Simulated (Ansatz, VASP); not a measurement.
One calculation of Y3BO4, two programs

Contents of INCAR:

```
SYSTEM = Y3BO4
PREC = Accurate
ENCUT = 520
EDIFF = 1E-6
ISMEAR = 0
SIGMA = 0.1
LREAL = .FALSE.
LASPH = .TRUE.
NELM = 150
ALGO = Normal
ISIF = 2
LWAVE = .FALSE.
LCHARG = .FALSE.
ISPIN = 2
MAGMOM = 0 0 0 0 1 1 1 1
LORBIT = 11
LMAXMIX = 4
GGA = PE
NBANDS = 44
```

The input KPOINTS:

```
regular mesh
0
G
  4 4 4
  0 0 0
```

The input POSCAR:

```
Y3BO4
1.0
    5.1854003500      0.0000000000      0.0000000000
    0.0000000000      5.1854003500      0.0000000000
    0.0000000000      0.0000000000      5.1854003500
Y B O
3 1 4
Direct
    0.5000000000      0.0000000000      0.0000000000
    0.0000000000      0.5000000000      0.0000000000
    0.0000000000      0.0000000000      0.5000000000
    0.0000000000      0.0000000000      0.0000000000
    0.5000000000      0.5000000000      0.5000000000
    0.0000000000      0.5000000000      0.5000000000
    0.5000000000      0.0000000000      0.5000000000
    0.5000000000      0.5000000000      0.0000000000
```

Input for Ansatz:

```yaml
crystal:
  lattice:
    - [5.18540035, 0.0, 0.0]
    - [0.0, 5.18540035, 0.0]
    - [0.0, 0.0, 5.18540035]
  atoms:
    - { symbol: "Y", position: [0.5, 0.0, 0.0] }
    - { symbol: "Y", position: [0.0, 0.5, 0.0] }
    - { symbol: "Y", position: [0.0, 0.0, 0.5] }
    - { symbol: B, position: [0.0, 0.0, 0.0] }
    - { symbol: O, position: [0.5, 0.5, 0.5], spin: 1.0 }
    - { symbol: O, position: [0.0, 0.5, 0.5], spin: 1.0 }
    - { symbol: O, position: [0.5, 0.0, 0.5], spin: 1.0 }
    - { symbol: O, position: [0.5, 0.5, 0.0], spin: 1.0 }
basis:
  ecutwfc: 420
kpoints:
  mp_grid: { grid: [4, 4, 4] }
hamiltonian:
  xc: pbe
scf:
  occupations: { method: gaussian, width: 0.1 }
  lower_state_search: "off"
output:
  forces: true
  stress: true
  eigenvalues: true
  populations: true
magnetization:
  spin_polarized: true
```

Alike in both runs: task single point; functional PBE; k mesh 4 × 4 × 4; occupations gaussian, width 0.1 eV; collinear spin.

|  | VASP | Ansatz |
| --- | --- | --- |
| version | VASP 6.6.1 | Ansatz 0.2.0 |
| potentials or method | VASP PAW PBE potentials, release 64 (Y_sv, B, O), cutoff 520 eV | scalar-relativistic, plane waves, PAW |
| valence electrons in the cell | 60 | 60 |

```csv
,VASP,Ansatz,Ansatz less VASP
gap on the k mesh at the Fermi level (eV),none,none,-
pressure (GPa),-13.4,-13.3,+0.09
net moment per atom (μB),0.32,0.32,0.000
size of the moment on the site where the two differ most (μB),1.46,1.70,+0.244
```

Site moments also hang on the region over which each program counts them. A gap of «none» marks a metal or a gap that the smearing closes.
